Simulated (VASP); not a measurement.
# Na (I4/mmm) in VASP: notebook

Na is run at these levels: PBEsol; tasks: single point.

All numbers are computed with VASP 6.6.1; they aren't measurements. Logs are shortened: lines on timing, memory, paths and dates and some standing lists are left out, and cuts for length are marked.

### Step 1. The cell of the first run

The structure is tetragonal, space group I4/mmm (No. 139). Conventional cell: a = 3.913 Å, b = 3.913 Å, c = 5.050 Å, α = 90.00°, β = 90.00°, γ = 90.00°. Na (site symmetry 4/mmm) has 12 Na at 3.75 to 3.91 Å within 4.9 Å.

### Step 2. Single point, PBEsol

Input file INCAR:

```
  PREC = Accurate
  ENCUT = 520
  EDIFF = 1E-6
  ISMEAR = 0
  SIGMA = 0.15
  LREAL = F
  LASPH = T
  NELM = 60
  ALGO = Fast
  ISIF = 2
  LWAVE = F
  LCHARG = F
  GGA = PS
  NBANDS = 10
```

Input file KPOINTS:

```
Automatic mesh
0
Gamma
  16 16 16
```

Input file POSCAR:

```
Na
1.0
   -1.9567500000      1.9567500000      2.5250000000
    1.9567500000     -1.9567500000      2.5250000000
    1.9567500000      1.9567500000     -2.5250000000
Na
1
Direct
    0.0000000000      0.0000000000      0.0000000000
```

Potentials or basis: VASP PAW PBE potentials, release 64 (Na_pv).

Run with:

```sh
$ cat potpaw_PBE.64/Na_pv/POTCAR > POTCAR
$ mpirun -np 1 vasp_std > vasp.out
```

OUTCAR:

```text
PREC = Accurate
   ENCUT = 520
   EDIFF = 1E-6
   ISMEAR = 0
   LREAL = F
   LASPH = T
   NELM = 60
   ISIF = 2
   GGA = PS

 ion  position               nearest neighbor table
   1  0.000  0.000  0.000-

  LATTYP: Found a body centered tetragonal cell.
 ALAT       =     3.9135000000
 C/A-ratio  =     1.2904050083

  Lattice vectors:

 A1 = (  -1.9567500000,   1.9567500000,   2.5250000000)
 A2 = (   1.9567500000,  -1.9567500000,   2.5250000000)
 A3 = (   1.9567500000,   1.9567500000,  -2.5250000000)

Analysis of symmetry for initial positions (statically):
=====================================================================
 Subroutine PRICEL returns:
 Original cell was already a primitive cell.

 Routine SETGRP: Setting up the symmetry group for a
 body centered tetragonal supercell.

 Subroutine GETGRP returns: Found 16 space group operations
 (whereof 16 operations were pure point group operations)
 out of a pool of 16 trial point group operations.

The static configuration has the point symmetry D_4h.

Analysis of symmetry for dynamics (positions and initial velocities):
=====================================================================
 Subroutine PRICEL returns:
 Original cell was already a primitive cell.

 Routine SETGRP: Setting up the symmetry group for a
 body centered tetragonal supercell.

 Subroutine GETGRP returns: Found 16 space group operations
 (whereof 16 operations were pure point group operations)
 out of a pool of 16 trial point group operations.

The dynamic configuration has the point symmetry D_4h.

 Subroutine INISYM returns: Found 16 space group operations
 (whereof 16 operations are pure point group operations),
 and found     1 'primitive' translations

----------------------------------------------------------------------------------------

                                     Primitive cell

  volume of cell :      38.6716

  direct lattice vectors                    reciprocal lattice vectors
    -1.956750000  1.956750000  2.525000000     0.000000000  0.255525744  0.198019802
     1.956750000 -1.956750000  2.525000000     0.255525744  0.000000000  0.198019802
     1.956750000  1.956750000 -2.525000000     0.255525744  0.255525744  0.000000000

  length of vectors
     3.746113469  3.746113469  3.746113469     0.323272714  0.323272714  0.361367973

  position of ions in fractional coordinates (direct lattice)
     0.000000000  0.000000000  0.000000000

  ion indices of the primitive-cell ions
   primitive index   ion index
                 1           1

----------------------------------------------------------------------------------------

 KPOINTS: Automatic mesh

Automatic generation of k-mesh.
 Grid dimensions read from file:
 generate k-points for:   16   16   16

 Generating k-lattice:

  Cartesian coordinates                     Fractional coordinates (reciprocal lattice)
     0.000000000  0.015970359  0.012376238     0.062500000  0.000000000  0.000000000
     0.015970359  0.000000000  0.012376238     0.000000000  0.062500000  0.000000000
     0.015970359  0.015970359  0.000000000     0.000000000  0.000000000  0.062500000

  Length of vectors
     0.020204545  0.020204545  0.022585498

  Shift w.r.t. Gamma in fractional coordinates (k-lattice)
     0.000000000  0.000000000  0.000000000

 Subroutine IBZKPT returns following result:
 ===========================================

 Found    349 irreducible k-points:

 Following reciprocal coordinates:
            Coordinates               Weight
  0.000000  0.000000  0.000000      1.000000
  0.062500  0.000000 -0.000000      8.000000
  0.125000  0.000000 -0.000000      8.000000
  0.187500  0.000000 -0.000000      8.000000
  0.250000  0.000000 -0.000000      8.000000
  0.312500  0.000000 -0.000000      8.000000
[... 16 lines left out ...]
 -0.125000  0.062500  0.000000     16.000000
 -0.062500  0.062500  0.000000      4.000000
 [... further k-points ...]
   k-points           NKPTS =    349   k-points in BZ     NKDIM =    349   number of bands    NBANDS=     10
   number of dos      NEDOS =    301   number of ions     NIONS =      1
   total plane-waves  NPLWV =  21952
   dimension x,y,z NGX =    28 NGY =   28 NGZ =   28
   dimension x,y,z NGXF=    56 NGYF=   56 NGZF=   56
   ions per type =               1
   NGX,Y,Z   is equivalent  to a cutoff of  12.43, 12.43, 12.43 a.u.
   NGXF,Y,Z  is equivalent  to a cutoff of  24.85, 24.85, 24.85 a.u.
 SYSTEM =  unknown system
   PREC   = accura    normal or accurate (medium, high low for compatibility)
   ISTART =      0    job   : 0-new  1-cont  2-samecut
   ICHARG =      2    charge: 1-file 2-atom 10-const
   ISPIN  =      1    spin polarized calculation?
   LNONCOLLINEAR =      F non collinear calculations
   LSORBIT =      F    spin-orbit coupling
   LASPH  =      T    aspherical Exc in radial PAW
   ENCUT  =  520.0 eV  38.22 Ry    6.18 a.u.   6.97  6.97  6.97*2*pi/ulx,y,z
   NELM   =     60;   NELMIN=  2; NELMDL= -5     # of ELM steps
   EDIFF  = 0.1E-05   stopping-criterion for ELM
   LREAL  =      F    real-space projection
   EDIFFG = 0.1E-04   stopping-criterion for IOM
   NSW    =      0    number of steps for IOM
   IBRION =     -1    ionic relax: 0-MD 1-quasi-New 2-CG
   NFREE  =      0    steps in history (QN), initial steepest desc. (CG)
   ISIF   =      2    stress and relaxation
   ISYM   =      2    0-nonsym 1-usesym 2-fastsym
   POTIM  = 0.5000    time-step for ionic-motion
   TEBEG  =    0.0;   TEEND  =   0.0 temperature during run
   PSTRESS=    0.0 pullay stress
   NELECT =       7.0000    total number of electrons
   NUPDOWN=      -1.0000    fix difference up-down
   EMIN   =  10.00;   EMAX   =-10.00  energy-range for DOS
   EFERMI =   0.00;   METHOD = LEGACY
   ISMEAR =     0;   SIGMA  =   0.15  broadening in eV -4-tet -1-fermi 0-gaus
   EFERMI_NEDOS =   21; number of points for ismear=-14 and -15
   IALGO  =     68    algorithm
   IMIX   =      4    mixing-type and parameters
     AMIX     =   0.40;   BMIX     =  1.00
     AMIX_MAG =   1.60;   BMIX_MAG =  1.00
  volume/ion in A,a.u.               =      38.67       260.97
  Fermi-wavevector in a.u.,A,eV,Ry     =   0.926069  1.750017 11.668416  0.857604
  Thomas-Fermi vector in A             =   2.051992
   LORBIT       =      0    0 simple, 1 ext, 2 COOP (PROOUT), +10 PAW based schemes
   GGA     = PS    functional components
   LHFCALC =     F    Hartree Fock is set to
   AEXX    =    0.0000 exact exchange contribution
   IVDW    =     0    specifies the selected vdW correction
   LEPSILON=     F    determine dielectric tensor
   LRPA    =     F    only Hartree local field effects (RPA)
 non-spin polarized calculation
 RMM-DIIS sequential band-by-band and
 Gauss-broadening in eV      SIGMA  =   0.15
  energy-cutoff  :      520.00
  volume of cell :       38.67
 maximum number of plane-waves:      1058
   NGX = 13   NGY = 13   NGZ = 13

 number of electron       6.9999986 magnetization

 Free energy of the ion-electron system (eV)
  ---------------------------------------------------
  ext. energy  EPLUGINS =         0.00000000
  ---------------------------------------------------
  free energy    TOTEN  =        -1.39924364 eV

  energy without entropy =       -1.39441626  energy(sigma->0) =       -1.39682995

 E-fermi :   0.1943     XC(G=0):  -6.3905

 val. band max:        0.1679654578   @ k =  -0.3125   0.4375   0.0625
 cond. band min:       0.2126467640   @ k =   0.5000   0.2500   0.0625
 fundamental gap:      0.0446813061
 Fermi energy:         0.1943010901

 k-point     1 :       0.0000    0.0000    0.0000
  band No.  band energies     occupation
      1     -24.6302      2.00000
      2     -24.6300      2.00000
      3     -24.6300      2.00000
      4      -3.0015      2.00000
      5      10.9910      0.00000
      6      10.9910      0.00000
      7      11.2884      0.00000
      8      12.1589      0.00000
      9      12.5441      0.00000
     10      12.5448      0.00000

 k-point     2 :       0.0625    0.0000   -0.0000
  band No.  band energies     occupation
      1     -24.6312      2.00000
      2     -24.6302      2.00000
      3     -24.6302      2.00000
      4      -2.9381      2.00000
      5       9.9880      0.00000
      6      10.8019      0.00000
      7      11.0704      0.00000
      8      12.2212      0.00000
      9      12.7506      0.00000
     10      12.8312      0.00000

 k-point     3 :       0.1250    0.0000   -0.0000
  band No.  band energies     occupation
      1     -24.6346      2.00000
      2     -24.6309      2.00000
      3     -24.6304      2.00000
      4      -2.7483      2.00000
      5       8.4826      0.00000
      6      10.4478      0.00000
      7      10.8370      0.00000
      8      11.9254      0.00000
      9      13.1054      0.00000
     10      13.2502      0.00000

 k-point     4 :       0.1875    0.0000   -0.0000
  band No.  band energies     occupation
      1     -24.6396      2.00000
      2     -24.6319      2.00000
      3     -24.6308      2.00000
      4      -2.4335      2.00000
      5       7.0034      0.00000
      6      10.1130      0.00000
      7      10.6160      0.00000
      8      11.6282      0.00000
      9      12.4031      0.00000
     10      13.4158      0.00000
[... 222 lines left out ...]
 k-point    22 :      -0.1875    0.0625    0.0000
  band No.  band energies     occupation
      1     -24.6379      2.00000
      2     -24.6316      2.00000
      3     -24.6313      2.00000
      4      -2.5121      2.00000
      5       7.5824      0.00000
      6       9.8527      0.00000
      7      10.4219      0.00000
      8      11.5772      0.00000
      9      12.4986      0.00000
     10      13.0999      0.00000

 k-point    23 :      -0.1250    0.0625    0.0000
  band No.  band energies     occupation
      1     -24.6335      2.00000
      2     -24.6309      2.00000
      3     -24.6307      2.00000
      4      -2.7799      2.00000
      5       9.0503      0.00000
      6      10.1949      0.00000
      7      10.6068      0.00000
      8      11.9121      0.00000
      9      12.8293      0.00000
     10      12.8639      0.00000

 k-point    24 :      -0.0625    0.0625    0.0000
  band No.  band energies     occupation
      1     -24.6311      2.00000
      2     -24.6306      2.00000
      3     -24.6302      2.00000
      4      -2.9222      2.00000
      5      10.2944      0.00000
      6      10.5054      0.00000
      7      10.7166      0.00000
      8      12.0660      0.00000
      9      13.0125      0.00000
     10      13.2560      0.00000

 [... further k-points ...]

------------------------ aborting loop because EDIFF is reached ----------------------------------------

  FORCE on cell =-STRESS in cart. coord.  units (eV):
  Direction    XX          YY          ZZ          XY          YZ          ZX
  --------------------------------------------------------------------------------------
  -------------------------------------------------------------------------------------
  Total       -0.0920255     -0.0920255     -0.0748784      0.0000000     -0.0000000      0.0000000
  in kB       -3.8126490     -3.8126490     -3.1022390      0.0000000     -0.0000000      0.0000000
  external PRESSURE =      -3.5758457 kB  Pullay stress =       0.0000000 kB

 VOLUME and BASIS-vectors are now :
 -----------------------------------------------------------------------------
  energy-cutoff  :      520.00
  volume of cell :       38.67
      direct lattice vectors                 reciprocal lattice vectors
    -1.956750000  1.956750000  2.525000000     0.000000000  0.255525744  0.198019802
     1.956750000 -1.956750000  2.525000000     0.255525744  0.000000000  0.198019802
     1.956750000  1.956750000 -2.525000000     0.255525744  0.255525744  0.000000000

 POSITION                                       TOTAL-FORCE (eV/Angst)
 -----------------------------------------------------------------------------------
      0.00000      0.00000      0.00000         0.000000      0.000000      0.000000
 -----------------------------------------------------------------------------------
    total drift:                               -0.000000     -0.000000     -0.000000

  FREE ENERGIE OF THE ION-ELECTRON SYSTEM (eV)
  ---------------------------------------------------
  free  energy   TOTEN  =        -1.3992436376 eV

  energy  without entropy=       -1.3944162565  energy(sigma->0) =       -1.39682995
```

Wall time 75 s (1 thread of Intel Xeon Platinum 8488C (Sapphire Rapids), shared host); peak memory 0.22 GiB.

What came out:

```yaml
Free_energy: -1.3992 eV
Pressure: -0.4 GPa
```

Levels at points of the mesh, in eV from the Fermi level:
```csv
k point,band 1,band 2,band 3,band 4,band 5,band 6,band 7,band 8
"(0.00, 0.00, 0.00)",-24.82,-24.82,-24.82,-3.20,10.80,10.80,11.09,11.96
"(0.50, 0.00, 0.00)",-24.86,-24.83,-24.83,0.55,0.94,9.32,10.22,10.32
"(0.50, 0.50, 0.00)",-24.85,-24.84,-24.83,1.42,1.96,6.46,7.27,7.33
"(0.50, 0.50, 0.50)",-24.85,-24.84,-24.84,2.36,2.86,5.64,6.30,6.30
```

Caveat: the PAW data sets were made with another functional, which shifts forces and pressure a little.

[end of part 1 of 3]
